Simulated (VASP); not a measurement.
# Ga (Im-3m) in VASP: further runs

Runs on Ga. Level: BLYP. Tasks: single point.

All numbers are computed with VASP 6.6.1; they aren't measurements. Logs are shortened: lines on timing, memory, paths and dates and some standing lists are left out, and cuts for length are marked.

## 1. The cell of the first run

The structure is cubic, space group Im-3m (No. 229). The conventional cell has a = 3.526 Å, b = 3.526 Å, c = 3.526 Å, α = 90.00°, β = 90.00°, γ = 90.00°. Within 4.0 Å of Ga (site symmetry m-3m) lie 14 Ga at 3.05 to 3.53 Å.

## 2. Single point, BLYP

Contents of INCAR:

```
AGGAC    = 1.0          
AGGAX    = 1.0          
ALDAC    = 0.0          
ALDAX    = 1.0          
ALGO     = Normal         # electronic algorithm
EDIFF    = 1E-6           # SCF threshold, eV
ENCUT    = 520            # plane-wave cutoff, eV
GGA      = B5             # functional
ISIF     = 2              # what is computed and relaxed
ISMEAR   = -1             # smearing method
LASPH    = True           # aspherical terms in the spheres
LCHARG   = False          # write CHGCAR
LREAL    = False          # projectors in reciprocal space
LWAVE    = False          # write WAVECAR
NBANDS   = 12             # bands
NELM     = 80             # most SCF steps
PREC     = Accurate       # precision mode
SIGMA    = 0.1            # smearing width, eV
```

Contents of KPOINTS:

```
k-points
0
Gamma
  13 13 13
```

Contents of POSCAR:

```
Ga
1.0
   -1.7631219177      1.7631219177      1.7631219177
    1.7631219177     -1.7631219177      1.7631219177
    1.7631219177      1.7631219177     -1.7631219177
Ga
1
Direct
    0.0000000000      0.0000000000      0.0000000000
```

Potentials or basis: VASP PAW PBE potentials, release 64 (Ga_d).

Command:

```console
$ cat potpaw_PBE.64/Ga_d/POTCAR > POTCAR
$ mpirun -np 1 vasp_std > vasp.out
```

OUTCAR:

```text
EDIFF = 1E-6
   ENCUT = 520
   GGA = B5
   ISIF = 2
   ISMEAR = -1
   LASPH = True
   LREAL = False
   NELM = 80
   PREC = Accurate

 ion  position               nearest neighbor table
   1  0.000  0.000  0.000-

  LATTYP: Found a body centered cubic cell.
 ALAT       =     3.5262438354

  Lattice vectors:

 A1 = (  -1.7631219177,   1.7631219177,   1.7631219177)
 A2 = (   1.7631219177,  -1.7631219177,   1.7631219177)
 A3 = (   1.7631219177,   1.7631219177,  -1.7631219177)

Analysis of symmetry for initial positions (statically):
=====================================================================
 Subroutine PRICEL returns:
 Original cell was already a primitive cell.

 Routine SETGRP: Setting up the symmetry group for a
 body centered cubic supercell.

 Subroutine GETGRP returns: Found 48 space group operations
 (whereof 48 operations were pure point group operations)
 out of a pool of 48 trial point group operations.

The static configuration has the point symmetry O_h .

Analysis of symmetry for dynamics (positions and initial velocities):
=====================================================================
 Subroutine PRICEL returns:
 Original cell was already a primitive cell.

 Routine SETGRP: Setting up the symmetry group for a
 body centered cubic supercell.

 Subroutine GETGRP returns: Found 48 space group operations
 (whereof 48 operations were pure point group operations)
 out of a pool of 48 trial point group operations.

The dynamic configuration has the point symmetry O_h .

 Subroutine INISYM returns: Found 48 space group operations
 (whereof 48 operations are pure point group operations),
 and found     1 'primitive' translations

----------------------------------------------------------------------------------------

                                     Primitive cell

  volume of cell :      21.9234

  direct lattice vectors                    reciprocal lattice vectors
    -1.763121918  1.763121918  1.763121918     0.000000000  0.283587876  0.283587876
     1.763121918 -1.763121918  1.763121918     0.283587876  0.000000000  0.283587876
     1.763121918  1.763121918 -1.763121918     0.283587876  0.283587876  0.000000000

  length of vectors
     3.053816741  3.053816741  3.053816741     0.401053821  0.401053821  0.401053821

  position of ions in fractional coordinates (direct lattice)
     0.000000000  0.000000000  0.000000000

  ion indices of the primitive-cell ions
   primitive index   ion index
                 1           1

----------------------------------------------------------------------------------------

 KPOINTS: k-points

Automatic generation of k-mesh.
 Grid dimensions read from file:
 generate k-points for:   13   13   13

 Generating k-lattice:

  Cartesian coordinates                     Fractional coordinates (reciprocal lattice)
     0.000000000  0.021814452  0.021814452     0.076923077  0.000000000  0.000000000
     0.021814452  0.000000000  0.021814452     0.000000000  0.076923077  0.000000000
     0.021814452  0.021814452  0.000000000     0.000000000  0.000000000  0.076923077

  Length of vectors
     0.030850294  0.030850294  0.030850294

  Shift w.r.t. Gamma in fractional coordinates (k-lattice)
     0.000000000  0.000000000  0.000000000

 Subroutine IBZKPT returns following result:
 ===========================================

 Found     84 irreducible k-points:

 Following reciprocal coordinates:
            Coordinates               Weight
  0.000000  0.000000  0.000000      1.000000
  0.076923  0.000000  0.000000     12.000000
  0.153846  0.000000  0.000000     12.000000
  0.230769  0.000000  0.000000     12.000000
  0.307692  0.000000  0.000000     12.000000
  0.384615  0.000000  0.000000     12.000000
[... 16 lines left out ...]
  0.153846  0.076923  0.076923     24.000000
  0.230769  0.076923  0.076923     24.000000
 [... further k-points ...]
   k-points           NKPTS =     84   k-points in BZ     NKDIM =     84   number of bands    NBANDS=     12
   number of dos      NEDOS =    301   number of ions     NIONS =      1
   total plane-waves  NPLWV =  13824
   dimension x,y,z NGX =    24 NGY =   24 NGZ =   24
   dimension x,y,z NGXF=    48 NGYF=   48 NGZF=   48
   ions per type =               1
   NGX,Y,Z   is equivalent  to a cutoff of  13.07, 13.07, 13.07 a.u.
   NGXF,Y,Z  is equivalent  to a cutoff of  26.13, 26.13, 26.13 a.u.
 SYSTEM =  unknown system
   PREC   = accura    normal or accurate (medium, high low for compatibility)
   ISTART =      0    job   : 0-new  1-cont  2-samecut
   ICHARG =      2    charge: 1-file 2-atom 10-const
   ISPIN  =      1    spin polarized calculation?
   LNONCOLLINEAR =      F non collinear calculations
   LSORBIT =      F    spin-orbit coupling
   LASPH  =      T    aspherical Exc in radial PAW
   ENCUT  =  520.0 eV  38.22 Ry    6.18 a.u.   5.68  5.68  5.68*2*pi/ulx,y,z
   NELM   =     80;   NELMIN=  2; NELMDL= -5     # of ELM steps
   EDIFF  = 0.1E-05   stopping-criterion for ELM
   LREAL  =      F    real-space projection
   EDIFFG = 0.1E-04   stopping-criterion for IOM
   NSW    =      0    number of steps for IOM
   IBRION =     -1    ionic relax: 0-MD 1-quasi-New 2-CG
   NFREE  =      0    steps in history (QN), initial steepest desc. (CG)
   ISIF   =      2    stress and relaxation
   ISYM   =      2    0-nonsym 1-usesym 2-fastsym
   POTIM  = 0.5000    time-step for ionic-motion
   TEBEG  =    0.0;   TEEND  =   0.0 temperature during run
   PSTRESS=    0.0 pullay stress
   NELECT =      13.0000    total number of electrons
   NUPDOWN=      -1.0000    fix difference up-down
   EMIN   =  10.00;   EMAX   =-10.00  energy-range for DOS
   EFERMI =   0.00;   METHOD = LEGACY
   ISMEAR =    -1;   SIGMA  =   0.10  broadening in eV -4-tet -1-fermi 0-gaus
   EFERMI_NEDOS =   21; number of points for ismear=-14 and -15
   IALGO  =     38    algorithm
   IMIX   =      4    mixing-type and parameters
     AMIX     =   0.40;   BMIX     =  1.00
     AMIX_MAG =   1.60;   BMIX_MAG =  1.00
  volume/ion in A,a.u.               =      21.92       147.95
  Fermi-wavevector in a.u.,A,eV,Ry     =   1.375372  2.599077 25.737447  1.891649
  Thomas-Fermi vector in A             =   2.500714
   LORBIT       =      0    0 simple, 1 ext, 2 COOP (PROOUT), +10 PAW based schemes
   GGA     = B5    functional components
   LHFCALC =     F    Hartree Fock is set to
   AEXX    =    0.0000 exact exchange contribution
   IVDW    =     0    specifies the selected vdW correction
   LEPSILON=     F    determine dielectric tensor
   LRPA    =     F    only Hartree local field effects (RPA)
 non-spin polarized calculation
  energy-cutoff  :      520.00
  volume of cell :       21.92
 maximum number of plane-waves:       606
   NGX = 11   NGY = 11   NGZ = 11

 number of electron      12.9999991 magnetization

 Free energy of the ion-electron system (eV)
  ---------------------------------------------------
  ext. energy  EPLUGINS =         0.00000000
  ---------------------------------------------------
  free energy    TOTEN  =        -2.12022858 eV

  energy without entropy =       -2.10367596  energy(sigma->0) =       -2.11195227

 E-fermi :   4.6878     XC(G=0):  -9.7362

 val. band max:        4.6865751756   @ k =  -0.3846   0.3846   0.1538
 cond. band min:       4.7073240941   @ k =   0.2308   0.2308   0.0769
 fundamental gap:      0.0207489185
 Fermi energy:         4.6878496544

 k-point     1 :       0.0000    0.0000    0.0000
  band No.  band energies     occupation
      1     -10.2258      2.00000
      2     -10.2258      2.00000
      3     -10.2258      2.00000
      4     -10.0946      2.00000
      5     -10.0946      2.00000
      6      -5.2721      2.00000
      7      15.2284      0.00000
      8      15.2284      0.00000
      9      15.2284      0.00000
     10      20.4871      0.00000
     11      20.4871      0.00000
     12      20.4871      0.00000

 k-point     2 :       0.0769    0.0000    0.0000
  band No.  band energies     occupation
      1     -10.2289      2.00000
      2     -10.2230      2.00000
      3     -10.2140      2.00000
      4     -10.0978      2.00000
      5     -10.0947      2.00000
      6      -5.1293      2.00000
      7      14.1078      0.00000
      8      14.6913      0.00000
      9      15.0706      0.00000
     10      19.3579      0.00000
     11      19.4294      0.00000
     12      21.0181      0.00000

 k-point     3 :       0.1538    0.0000    0.0000
  band No.  band energies     occupation
      1     -10.2375      2.00000
      2     -10.2173      2.00000
      3     -10.1812      2.00000
      4     -10.1056      2.00000
      5     -10.0950      2.00000
      6      -4.6996      2.00000
      7      11.7137      0.00000
      8      13.6200      0.00000
      9      14.6348      0.00000
     10      17.9794      0.00000
     11      18.1776      0.00000
     12      20.7174      0.00000
[... 286 lines left out ...]
 k-point    23 :       0.1538    0.0769    0.0769
  band No.  band energies     occupation
      1     -10.2444      2.00000
      2     -10.2272      2.00000
      3     -10.1213      2.00000
      4     -10.1067      2.00000
      5     -10.0986      2.00000
      6      -3.6939      2.00000
      7       8.9555      0.00000
      8      11.1784      0.00000
      9      12.0684      0.00000
     10      18.8637      0.00000
     11      18.9409      0.00000
     12      21.9532      0.00000

 k-point    24 :       0.2308    0.0769    0.0769
  band No.  band energies     occupation
      1     -10.2563      2.00000
      2     -10.2246      2.00000
      3     -10.1099      2.00000
      4     -10.0968      2.00000
      5     -10.0843      2.00000
      6      -2.6929      2.00000
      7       6.6412      0.00000
      8      10.0448      0.00000
      9      11.3575      0.00000
     10      18.4097      0.00000
     11      18.7590      0.00000
     12      22.3428      0.00000

 [... further k-points ...]
[... 5 lines left out ...]
  --------------------------------------------------------------------------------------
  -------------------------------------------------------------------------------------
  Total       -0.0093646     -0.0093646     -0.0093646     -0.0000000     -0.0000000      0.0000000
  in kB       -0.6843707     -0.6843707     -0.6843707     -0.0000000     -0.0000000      0.0000000
  external PRESSURE =      -0.6843707 kB  Pullay stress =       0.0000000 kB

 VOLUME and BASIS-vectors are now :
 -----------------------------------------------------------------------------
  energy-cutoff  :      520.00
  volume of cell :       21.92
      direct lattice vectors                 reciprocal lattice vectors
    -1.763121918  1.763121918  1.763121918     0.000000000  0.283587876  0.283587876
     1.763121918 -1.763121918  1.763121918     0.283587876  0.000000000  0.283587876
     1.763121918  1.763121918 -1.763121918     0.283587876  0.283587876  0.000000000

 POSITION                                       TOTAL-FORCE (eV/Angst)
 -----------------------------------------------------------------------------------
      0.00000      0.00000      0.00000         0.000000      0.000000      0.000000
 -----------------------------------------------------------------------------------
    total drift:                                0.000000      0.000000     -0.000000

  FREE ENERGIE OF THE ION-ELECTRON SYSTEM (eV)
  ---------------------------------------------------
  free  energy   TOTEN  =        -2.1202285797 eV

  energy  without entropy=       -2.1036759614  energy(sigma->0) =       -2.11195227
```

Run time: 21 s. Hardware: 1 thread of Intel Xeon Platinum 8259CL at 2.50GHz (Skylake/Cascade Lake), shared host; peak memory 0.14 GiB.

What came out:

* Free energy: -2.1202 eV
* Pressure: -0.1 GPa

Caveat: the PAW data sets were made with another functional, which shifts forces and pressure a little.

## 3. Single point, BLYP (volume scaled by 0.88)

Contents of INCAR:

```
SYSTEM = Ga
PREC = Accurate
ENCUT = 520
EDIFF = 1E-6
ISMEAR = -1
SIGMA = 0.1
LREAL = .FALSE.
LASPH = .TRUE.
NELM = 100
ALGO = Normal
ISIF = 2
LWAVE = .FALSE.
LCHARG = .FALSE.
GGA = B5
ALDAX = 1.0
AGGAX = 1.0
AGGAC = 1.0
ALDAC = 0.0
NBANDS = 12
```

Contents of KPOINTS:

```
regular mesh
0
G
  14 14 14
  0 0 0
```

Contents of POSCAR:

```
Ga
1.0
   -1.6895714734      1.6895714734      1.6895714734
    1.6895714734     -1.6895714734      1.6895714734
    1.6895714734      1.6895714734     -1.6895714734
Ga
1
Direct
    0.0000000000      0.0000000000      0.0000000000
```

Potentials or basis: VASP PAW PBE potentials, release 64 (Ga_d).

Command:

```console
$ cat potpaw_PBE.64/Ga_d/POTCAR > POTCAR
$ mpirun -np 1 vasp_std > vasp.out
```

Wall time 24 s (1 thread of Intel Xeon Platinum 8259CL at 2.50GHz (Skylake/Cascade Lake), shared host); peak memory 0.15 GiB.

Results (log left out):

- Free energy: -2.0810 eV
- Pressure: 5.1 GPa

Levels at points of the mesh, in eV from the Fermi level:
```tsv
k point	band 3	band 4	band 5	band 6	band 7	band 8	band 9	band 10
(0.00, 0.00, 0.00)	-14.99	-14.81	-14.81	-10.83	12.00	12.00	12.00	17.03
(0.50, 0.00, 0.00)	-14.82	-14.81	-14.70	-4.58	-3.47	6.73	8.92	11.59
(0.50, 0.50, 0.50)	-14.73	-14.73	-14.73	0.95	1.60	1.60	1.60	6.16
```

Caveat: the PAW data sets were made with another functional, which shifts forces and pressure a little.

## 4. Single point, BLYP (volume scaled by 0.92)

Contents of INCAR:

```
SYSTEM = Ga
PREC = Accurate ; ENCUT = 520
EDIFF = 1E-6 ; ISMEAR = -1
SIGMA = 0.1 ; LREAL = .False.
LASPH = .True. ; NELM = 60
ALGO = Normal ; ISIF = 2
LWAVE = .False. ; LCHARG = .True.
GGA = B5 ; ALDAX = 1.0
AGGAX = 1.0 ; AGGAC = 1.0
ALDAC = 0.0 ; LELF = .True.
LVHAR = .True. ; NBANDS = 12
```

Contents of KPOINTS:

```
regular mesh
0
Gamma
  14 14 14
  0 0 0
```

Contents of POSCAR:

```
Ga
1.0
   -1.7147926765      1.7147926765      1.7147926765
    1.7147926765     -1.7147926765      1.7147926765
    1.7147926765      1.7147926765     -1.7147926765
Ga
1
Direct
    0.0000000000      0.0000000000      0.0000000000
```

Command:

```console
$ cat potpaw_PBE.64/Ga_d/POTCAR > POTCAR
$ mpirun -np 1 vasp_std > vasp.out
```

It took 31 s on 1 thread of Intel Xeon Platinum 8259CL at 2.50GHz (Skylake/Cascade Lake), shared host; peak memory 0.15 GiB.

Results (log left out):

* Free energy: -2.1036 eV
* Pressure: 3.0 GPa

Levels at points of the mesh, in eV from the Fermi level:
```
           k point  band 2  band 3  band 4  band 5  band 6  band 7  band 8  band 9  band 10  band 11
(0.00, 0.00, 0.00)  -14.95  -14.95  -14.79  -14.79  -10.50   11.48   11.48   11.48    16.60    16.60
(0.50, 0.00, 0.00)  -14.99  -14.80  -14.79  -14.69   -4.57   -3.27    6.49    8.65    11.36    11.44
(0.50, 0.50, 0.50)  -15.02  -14.71  -14.71  -14.71    0.60    1.59    1.59    1.59     6.12     6.12
```

Caveat: the PAW data sets were made with another functional, which shifts forces and pressure a little.

## 5. Single point, BLYP (volume scaled by 0.96)

Contents of INCAR:

```
PREC = Accurate
ENCUT = 520
EDIFF = 1E-6
ISMEAR = -1
SIGMA = 0.1
LREAL = False
LASPH = True
NELM = 100
ALGO = Normal
ISIF = 2
LWAVE = False
LCHARG = False
GGA = B5
ALDAX = 1.0
AGGAX = 1.0
AGGAC = 1.0
ALDAC = 0.0
NBANDS = 12
```

Contents of KPOINTS:

```
Automatic mesh
0
Gamma
  14 14 14
```

Contents of POSCAR:

```
Ga
1.0
   -1.7392930248      1.7392930248      1.7392930248
    1.7392930248     -1.7392930248      1.7392930248
    1.7392930248      1.7392930248     -1.7392930248
Ga
1
Direct
    0.0000000000      0.0000000000      0.0000000000
```

Command:

```console
$ cat potpaw_PBE.64/Ga_d/POTCAR > POTCAR
$ mpirun -np 1 vasp_std > vasp.out
```

It took 26 s on 1 thread of Intel Xeon Platinum 8259CL at 2.50GHz (Skylake/Cascade Lake), shared host; peak memory 0.15 GiB.

Results (log left out):

- Free energy: -2.1160 eV
- Pressure: 1.4 GPa

Levels at points of the mesh, in eV from the Fermi level:
```tsv
k point	band 4	band 5	band 6	band 7	band 8	band 9
(0.00, 0.00, 0.00)	-14.77	-14.77	-10.21	11.00	11.00	11.00
(0.50, 0.00, 0.00)	-14.77	-14.68	-4.57	-3.10	6.26	8.39
(0.50, 0.50, 0.50)	-14.71	-14.71	0.28	1.57	1.57	1.57
```

Caveat: the PAW data sets were made with another functional, which shifts forces and pressure a little.

## 6. The runs side by side

```tsv
cell	k mesh	gap on the mesh (eV)	pressure (GPa)
a = 3.054 Å, angles 109.5°, 1 atom	13 × 13 × 13	none	-0.1
a = 2.926 Å, angles 109.5°, 1 atom	14 × 14 × 14	none	5.1
a = 2.970 Å, angles 109.5°, 1 atom	14 × 14 × 14	none	3.0
a = 3.013 Å, angles 109.5°, 1 atom	14 × 14 × 14	none	1.4
```

Alike in all rows: task single point; level BLYP; potentials or basis VASP PAW PBE potentials, release 64 (Ga_d); no spin polarisation; cutoff (eV) 520; smearing fermi-dirac 0.1 eV.

Caveats: the PAW data sets were made with another functional, which shifts forces and pressure a little.

Absolute energies hang on the potentials; compare differences alone.
